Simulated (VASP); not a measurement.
A run of VASP 6.6.1 is set up as follows.

File INCAR:

```
SYSTEM = Na
PREC = Accurate
ENCUT = 520
EDIFF = 1E-7
ISMEAR = 0
SIGMA = 0.1
LREAL = .FALSE.
LASPH = .TRUE.
NELM = 80
ALGO = Normal
ISIF = 2
LWAVE = .FALSE.
LCHARG = .TRUE.
GGA = PE
LELF = .TRUE.
LVHAR = .TRUE.
NBANDS = 18
```

KPOINTS

```
Automatic mesh
0
G
  4 4 2
  0 0 0
```

File POSCAR:

```
Na
1.0
    3.1966520447     -1.8565520294      0.0000000000
    3.1966520447      1.8565520294      0.0000000000
   -2.1744518352      0.0000000000      9.3648511597
Na
3
Direct
    0.0000000000      0.0000000000      0.0000000000
    0.2224150000      0.2224150000      0.6666760000
    0.7775850000      0.7775850000      0.3333240000
```

Potentials or basis: VASP PAW PBE potentials, release 64 (Na_pv).

The run is started by

```console
$ cat potpaw_PBE.64/Na_pv/POTCAR > POTCAR
$ mpirun -np 1 vasp_std > vasp.out
```

(1) What does it give for the pressure?

## Answers

(1) 0.1 GPa.

Caveat: the k points lie up to 0.49 Å⁻¹ apart.
